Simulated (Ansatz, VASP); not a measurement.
# One calculation of Si2Ge3, two programs

```
CELL_PARAMETERS angstrom
4.89227 0.00000 0.00000
-0.33885 4.92204 0.00000
-0.41692 -0.35674 10.03541
ATOMIC_POSITIONS crystal
Si 0.77958 0.34301 0.90412
Si 0.05568 0.69116 0.45703
Si 0.55456 0.91994 0.77351
Si 0.50417 0.09301 0.28143
Ge 0.95975 0.81315 0.99589
Ge 0.05916 0.19593 0.51406
Ge 0.54276 0.90645 0.51757
Ge 0.48869 0.02383 0.03235
Ge 0.06522 0.06173 0.76518
Ge 0.99043 0.95180 0.25888
```

Change from the starting cell: the structure that the rattled cell fell into.

Alike in both runs: task single point; functional PBE; k mesh 4 × 4 × 2; occupations gaussian, width 0.1 eV; no spin polarisation.

|  | VASP | Ansatz |
| --- | --- | --- |
| version | VASP 6.6.1 | Ansatz 0.2.0 |
| potentials or method | VASP PAW PBE potentials, release 64 (Si, Ge_d), cutoff 500 eV | scalar-relativistic, plane waves, PAW |
| valence electrons in the cell | 100 | 100 |

|  | VASP | Ansatz | Ansatz less VASP |
| --- | --- | --- | --- |
| gap on the k mesh at the Fermi level (eV) | none | none | - |
| pressure (GPa) | -0.3 | -0.2 | +0.07 |
| traceless stress, the component that is largest in VASP (GPa) | 0.48 | 0.48 | 0.000 |
| rms of the force components (eV/Å) | 0.122 | 0.122 | +0.0001 |

Atom by atom the forces differ by 0.002 eV/Å (rms over components). A gap of «none» marks a metal or a gap that the smearing closes. With one functional, cell and mesh, what is left measures potentials, basis and numerics.
